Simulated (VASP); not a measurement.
KCl, 2 atoms in the cell. It takes space group F-43m (No. 216, cubic). The conventional cell has a = 7.295 Å, b = 7.295 Å, c = 7.295 Å, α = 90.00°, β = 90.00°, γ = 90.00°. Within 4.2 Å of K (site symmetry -43m) lie 4 Cl at 3.16 Å. Within 4.2 Å of Cl (site symmetry -43m) lie 4 K at 3.16 Å.  This cell differs from its parent crystal: strain +4.0%.

- Program: VASP 6.6.1
- Task: single point
- Functional: PBE
- Potentials or basis: VASP PAW PBE potentials, release 64 (K_sv, Cl)
- Cutoff: 520 eV
- k mesh: 4 × 4 × 4
- Occupations: gaussian, width 0.01 eV
- Spin: no spin polarisation
- Dipole correction: no
- Further INCAR settings: ALGO = Normal; EDIFF = 1e-06; NBANDS = 15

Potentials or basis: VASP PAW PBE potentials, release 64 (K_sv, Cl).

Launch:

```console
$ cat potpaw_PBE.64/K_sv/POTCAR potpaw_PBE.64/Cl/POTCAR > POTCAR
$ mpirun -np 1 vasp_std > vasp.out
```

Hardware: 1 thread of AMD EPYC 7R13 Processor (Zen 3) (shared host).

**Question.** Estimate the wall time of this run.

**Answer.** Run time: 14 s on 1 thread of AMD EPYC 7R13 Processor (Zen 3), on a shared host, peak memory 0.2 GiB. Counts: scf iterations 13, k points 8.
